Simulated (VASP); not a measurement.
**BN: single point with PBEsol**

Crystal: BN.

```xyz
4
Lattice="2.5025 0.0000 0.0000 -1.2512 2.1672 0.0000 0.0000 0.0000 4.2103" Properties=species:S:1:pos:R:3 pbc="T T T"
B     0.0000    1.4448    0.0003
B     1.2512    0.7224    2.1055
N     0.0000    1.4448    1.5743
N     1.2512    0.7224    3.6795
```

This cell differs from its parent crystal: strained cell.

| Quantity | Value |
| --- | --- |
| Program | VASP 6.6.1 |
| Task | single point |
| Functional | PBEsol |
| Potentials or basis | VASP PAW PBE potentials, release 64 (B, N) |
| Cutoff | 520 eV |
| k mesh | 9 × 9 × 6 |
| Occupations | gaussian, width 0.02 eV |
| Spin | no spin polarisation |
| Dipole correction | no |
| Further INCAR settings | ALGO = Normal; EDIFF = 1e-06; NBANDS = 16 |

```
Pressure               : 12.5 GPa
Largest force          : 0.010 eV/Å
Band gap on the k mesh : 4.79 eV (least direct gap 8.18 eV)
```

Forces on the atoms (eV/Å):
```
B    0.000  0.000  0.010
B    0.000  0.000  0.010
N    0.000  0.000 -0.010
N    0.000  0.000 -0.010
```

Stress tensor (GPa, compression positive):
```
18.38  0.00  0.00
 0.00 18.38  0.00
 0.00  0.00  0.74
```

Levels at points of the mesh, in eV from the valence-band top:
| k point | band 4 | band 5 | band 6 | band 7 | band 8 | band 9 | band 10 | band 11 | band 12 | band 13 |
| --- | --- | --- | --- | --- | --- | --- | --- | --- | --- | --- |
| (0.00, 0.00, 0.00) | -2.09 | -2.09 | -0.41 | 0.00 | 0.00 | 8.18 | 8.58 | 8.58 | 10.23 | 11.39 |
| (0.00, 0.00, 0.50) | -6.10 | -1.16 | -1.16 | -1.16 | -1.16 | 9.94 | 9.94 | 10.14 | 10.14 | 10.14 |

It took 26 s on 1 thread of Intel Xeon 8259CL, with other jobs on the host, peak memory 0.13 GiB.

Caveat: the cell differs from its parent crystal (strained cell); the cell stands under pressure; the PAW data sets were made with another functional, which shifts forces and pressure a little; an odd mesh through Γ misses points on the zone boundary, where band edges can lie.
